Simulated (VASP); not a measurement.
# Si2Mo (I4/mmm) in VASP: settings compared

Aim: see how the results for Si2Mo move with the level of theory and the settings. Levels: PBEsol+U, PBEsol, revPBE+U, LDA. Tasks: single point, relaxation of the atoms.

Program: VASP 6.6.1. These are calculated values, not measurements. Logs are shortened: lines on timing, memory, paths and dates and some standing lists are left out, and cuts for length are marked.

## (1) The cell of the first run

It takes space group I4/mmm (No. 139, tetragonal). Conventional cell: a = 3.200 Å, b = 3.200 Å, c = 7.861 Å, α = 90.00°, β = 90.00°, γ = 90.00°. Within 3.5 Å of Mo (site symmetry 4/mmm) lie 10 Si at 2.62 Å and 4 Mo at 3.20 Å. Within 3.4 Å of Si (site symmetry 4mm) lie 9 Si at 2.61 to 3.20 Å and 5 Mo at 2.62 Å.

## (2) Single point, PBEsol+U

File INCAR:

```
SYSTEM = Si2Mo
ALGO = Normal
EDIFF = 1E-6
ENCUT = 520
GGA = PS
ISIF = 2
ISMEAR = -1
LASPH = .True.
LCHARG = .False.
LDAU = .True.
LDAUJ = 0 0
LDAUL = 2 -1
LDAUPRINT = 1
LDAUTYPE = 2
LDAUU = 6 0
LMAXMIX = 4
LREAL = .False.
LWAVE = .False.
NBANDS = 18
NELM = 150
PREC = Accurate
SIGMA = 0.05
```

File KPOINTS:

```
k-points
0
Gamma
  12 12 12
  0 0 0
```

File POSCAR:

```
Si2Mo
1.0
   -1.6000000000      1.6000000000      3.9305000000
    1.6000000000     -1.6000000000      3.9305000000
    1.6000000000      1.6000000000     -3.9305000000
Mo Si
1 2
Direct
    0.0000000000      0.0000000000      0.0000000000
    0.6670000000      0.6670000000      0.0000000000
    0.3330000000      0.3330000000      0.0000000000
```

Potentials or basis: VASP PAW PBE potentials, release 64 (Mo_sv, Si).

The run is started by

```console
$ cat potpaw_PBE.64/Mo_sv/POTCAR potpaw_PBE.64/Si/POTCAR > POTCAR
$ mpirun -np 1 vasp_std > vasp.out
```

OUTCAR:

```text
SYSTEM = Si2Mo
   EDIFF = 1E-6
   ENCUT = 520
   GGA = PS
   ISIF = 2
   ISMEAR = -1
   LASPH = .True.
   LREAL = .False.
   NELM = 150
   PREC = Accurate

 ion  position               nearest neighbor table
   1  0.000  0.000  0.000-   2 2.62   3 2.62   2 2.62   3 2.62   2 2.62   3 2.62   3 2.62   2 2.62
                             2 2.62   3 2.62
   2  0.667  0.667  0.000-   3 2.61   3 2.61   3 2.61   3 2.61   1 2.62   1 2.62   1 2.62   1 2.62
                             1 2.62   3 2.63
   3  0.333  0.333  0.000-   2 2.61   2 2.61   2 2.61   2 2.61   1 2.62   1 2.62   1 2.62   1 2.62
                             1 2.62   2 2.63

  LATTYP: Found a body centered tetragonal cell.
 ALAT       =     3.2000000000
 C/A-ratio  =     2.4565625000

  Lattice vectors:

 A1 = (  -1.6000000000,   1.6000000000,   3.9305000000)
 A2 = (   1.6000000000,  -1.6000000000,   3.9305000000)
 A3 = (   1.6000000000,   1.6000000000,  -3.9305000000)

Analysis of symmetry for initial positions (statically):
=====================================================================
 Subroutine PRICEL returns:
 Original cell was already a primitive cell.

 Routine SETGRP: Setting up the symmetry group for a
 body centered tetragonal supercell.

 Subroutine GETGRP returns: Found 16 space group operations
 (whereof 16 operations were pure point group operations)
 out of a pool of 16 trial point group operations.

The static configuration has the point symmetry D_4h.

Analysis of symmetry for dynamics (positions and initial velocities):
=====================================================================
 Subroutine PRICEL returns:
 Original cell was already a primitive cell.

 Routine SETGRP: Setting up the symmetry group for a
 body centered tetragonal supercell.

 Subroutine GETGRP returns: Found 16 space group operations
 (whereof 16 operations were pure point group operations)
 out of a pool of 16 trial point group operations.

The dynamic configuration has the point symmetry D_4h.

 Subroutine INISYM returns: Found 16 space group operations
 (whereof 16 operations are pure point group operations),
 and found     1 'primitive' translations

[... 150 lines left out ...]
spin component  2

  0.5138 -0.0000  0.0000  0.0000 -0.0000
 -0.0000  0.4815 -0.0000  0.0000 -0.0000
  0.0000 -0.0000  0.3369 -0.0000 -0.0000
  0.0000  0.0000 -0.0000  0.4815  0.0000
 -0.0000 -0.0000 -0.0000  0.0000  0.2641

 occupancies and eigenvectors

  o =  0.2641  v =  0.0000 -0.0000 -0.0000 -0.0000  1.0000  0.0000  0.0000  0.0000  0.0000  0.0000      0.0000  0.0000  0.0000  0.0000  0.0000  0.0000  0.0000  0.0000  0.0000  0.0000
  o =  0.2641  v =  0.0000  0.0000  0.0000  0.0000  0.0000  0.0000 -0.0000 -0.0000 -0.0000  1.0000      0.0000  0.0000  0.0000  0.0000  0.0000  0.0000  0.0000  0.0000  0.0000  0.0000
  o =  0.3369  v =  0.0000  0.0000 -1.0000  0.0000 -0.0000  0.0000  0.0000  0.0000  0.0000  0.0000      0.0000  0.0000  0.0000  0.0000  0.0000  0.0000  0.0000  0.0000  0.0000  0.0000
  o =  0.3369  v =  0.0000  0.0000  0.0000  0.0000  0.0000  0.0000  0.0000 -1.0000  0.0000 -0.0000      0.0000  0.0000  0.0000  0.0000  0.0000  0.0000  0.0000  0.0000  0.0000  0.0000
  o =  0.4815  v =  0.0000  0.0000  0.0000  0.0000  0.0000  0.0000 -0.9954 -0.0000 -0.0955 -0.0000      0.0000  0.0000  0.0000  0.0000  0.0000  0.0000  0.0000  0.0000  0.0000  0.0000
  o =  0.4815  v =  0.0000 -0.9954 -0.0000 -0.0955 -0.0000  0.0000  0.0000  0.0000  0.0000  0.0000      0.0000  0.0000  0.0000  0.0000  0.0000  0.0000  0.0000  0.0000  0.0000  0.0000
  o =  0.4815  v =  0.0000  0.0000  0.0000  0.0000  0.0000  0.0000  0.0955 -0.0000 -0.9954 -0.0000      0.0000  0.0000  0.0000  0.0000  0.0000  0.0000  0.0000  0.0000  0.0000  0.0000
  o =  0.4815  v =  0.0000  0.0955 -0.0000 -0.9954 -0.0000  0.0000  0.0000  0.0000  0.0000  0.0000      0.0000  0.0000  0.0000  0.0000  0.0000  0.0000  0.0000  0.0000  0.0000  0.0000
  o =  0.5138  v =  1.0000  0.0000  0.0000  0.0000  0.0000  0.0000  0.0000  0.0000  0.0000  0.0000      0.0000  0.0000  0.0000  0.0000  0.0000  0.0000  0.0000  0.0000  0.0000  0.0000
  o =  0.5138  v =  0.0000  0.0000  0.0000  0.0000  0.0000  1.0000  0.0000  0.0000  0.0000  0.0000      0.0000  0.0000  0.0000  0.0000  0.0000  0.0000  0.0000  0.0000  0.0000  0.0000

 number of electron      22.0000000 magnetization

 Free energy of the ion-electron system (eV)
  ---------------------------------------------------
  ext. energy  EPLUGINS =         0.00000000
  ---------------------------------------------------
  free energy    TOTEN  =       -17.94833480 eV

  energy without entropy =      -17.94759413  energy(sigma->0) =      -17.94796447

 E-fermi :  12.2262     XC(G=0): -12.5144

 val. band max:       12.1418087586   @ k =  -0.4167   0.5000   0.4167
 cond. band min:      12.3390219370   @ k =  -0.4167  -0.4167   0.4167
 fundamental gap:      0.1972131784
 Fermi energy:        12.2262240240

 k-point     1 :       0.0000    0.0000    0.0000
  band No.  band energies     occupation
      1     -48.6863      2.00000
      2     -22.8729      2.00000
      3     -22.7678      2.00000
      4     -22.7678      2.00000
      5      -1.2317      2.00000
      6       6.0967      2.00000
[... 481 lines left out ...]
      5       1.7225      2.00000
      6       4.2338      2.00000
[... 10 lines left out ...]
     17      19.5657      0.00000
     18      20.3695      0.00000

 [... further k-points ...]

------------------------ aborting loop because EDIFF is reached ----------------------------------------

  FORCE on cell =-STRESS in cart. coord.  units (eV):
  Direction    XX          YY          ZZ          XY          YZ          ZX
  --------------------------------------------------------------------------------------
  -------------------------------------------------------------------------------------
  Total        0.4887082      0.4887082      0.1330658      0.0000000      0.0000000      0.0000000
  in kB       19.4541584     19.4541584      5.2969896      0.0000000      0.0000000      0.0000000
  external PRESSURE =      14.7351021 kB  Pullay stress =       0.0000000 kB

 VOLUME and BASIS-vectors are now :
 -----------------------------------------------------------------------------
  energy-cutoff  :      520.00
  volume of cell :       40.25
      direct lattice vectors                 reciprocal lattice vectors
    -1.600000000  1.600000000  3.930500000     0.000000000  0.312500000  0.127210279
     1.600000000 -1.600000000  3.930500000     0.312500000  0.000000000  0.127210279
     1.600000000  1.600000000 -3.930500000     0.312500000  0.312500000  0.000000000

 POSITION                                       TOTAL-FORCE (eV/Angst)
 -----------------------------------------------------------------------------------
      0.00000      0.00000      0.00000        -0.000000     -0.000000     -0.000000
      0.00000      0.00000      5.24329         0.000000      0.000000     -0.545250
      0.00000      0.00000      2.61771         0.000000      0.000000      0.545250
 -----------------------------------------------------------------------------------
    total drift:                                0.000000      0.000000     -0.000000

  FREE ENERGIE OF THE ION-ELECTRON SYSTEM (eV)
  ---------------------------------------------------
  free  energy   TOTEN  =       -17.9483348023 eV

  energy  without entropy=      -17.9475941299  energy(sigma->0) =      -17.94796447
```

OSZICAR:

```text
N       E                     dE             d eps       ncg     rms          rms(c)
DAV:   1     0.125414492110E+03    0.12541E+03   -0.11276E+04  5868   0.116E+03
DAV:   2    -0.160174140611E+02   -0.14143E+03   -0.13854E+03  6994   0.298E+02
DAV:   3    -0.191042918439E+02   -0.30869E+01   -0.30479E+01  7338   0.389E+01
DAV:   4    -0.191218345015E+02   -0.17543E-01   -0.17526E-01  6904   0.315E+00
DAV:   5    -0.191219522681E+02   -0.11777E-03   -0.11776E-03  7018   0.274E-01    0.217E+01
DAV:   6    -0.179914528968E+02    0.11305E+01   -0.84196E+00  6220   0.188E+01    0.424E+00
DAV:   7    -0.179093353230E+02    0.82118E-01   -0.82475E-01  6172   0.631E+00    0.383E+00
DAV:   8    -0.179313029939E+02   -0.21968E-01   -0.14745E-01  6840   0.205E+00    0.618E-01
DAV:   9    -0.179408829040E+02   -0.95799E-02   -0.12195E-02  6912   0.653E-01    0.414E-01
DAV:  10    -0.179477350890E+02   -0.68522E-02   -0.15656E-02  6454   0.622E-01    0.156E-01
DAV:  11    -0.179482112037E+02   -0.47611E-03   -0.10993E-03  6890   0.172E-01    0.545E-02
DAV:  12    -0.179483155959E+02   -0.10439E-03   -0.22433E-04  6522   0.736E-02    0.303E-02
DAV:  13    -0.179483341436E+02   -0.18548E-04   -0.63792E-05  6894   0.370E-02    0.802E-03
DAV:  14    -0.179483348023E+02   -0.65865E-06   -0.27749E-06  4916   0.972E-03
   1 F= -.17948335E+02 E0= -.17947964E+02  d E =-.740672E-03
```

stdout:

```text
POSCAR found type information on POSCAR MoSi
 POSCAR found :  2 types and       3 ions
 scaLAPACK will be used
 -----------------------------------------------------------------------------
|                                                                             |
|                                                                             |
|     You enforced a specific xc type in the INCAR file but a different       |
|     I HOPE YOU KNOW WHAT YOU ARE DOING!                                     |
|                                                                             |
 -----------------------------------------------------------------------------

 LDA part: xc-table for (Slater+PW92), standard interpolation
 POSCAR, INCAR and KPOINTS ok, starting setup
 FFT: planning ... GRIDC
 FFT: planning ... GRID_SOFT
 FFT: planning ... GRID
 WAVECAR not read
 entering main loop
```

It took 76 s on 1 thread of Intel Xeon 6975P-C (Granite Rapids), shared host; peak memory 0.27 GiB.

Results:

```yaml
Free_energy: -17.9483 eV
Pressure: 1.5 GPa
Largest_force: 0.545 eV/Å
Band_gap_on_the_k_mesh: zero (bands 11 and 12 overlap by 0.77 eV)
```

Forces on the atoms (eV/Å):
```
Mo   0.000  0.000  0.000
Si   0.000  0.000 -0.545
Si   0.000  0.000  0.545
```

Eigenvalues of the final occupation matrices:
| site | spin | trace | eigenvalues |
| --- | --- | --- | --- |
| site 1 d | 1 | 2.08 | 0.26 0.34 0.48 0.48 0.51 |
| site 1 d | 2 | 2.08 | 0.26 0.34 0.48 0.48 0.51 |

Caveat: the PAW data sets were made with another functional, which shifts forces and pressure a little; U without spin polarisation on a metal has little footing; the U is typed as a test and isn't derived for this compound.

(Continued in part 2 of 2.)
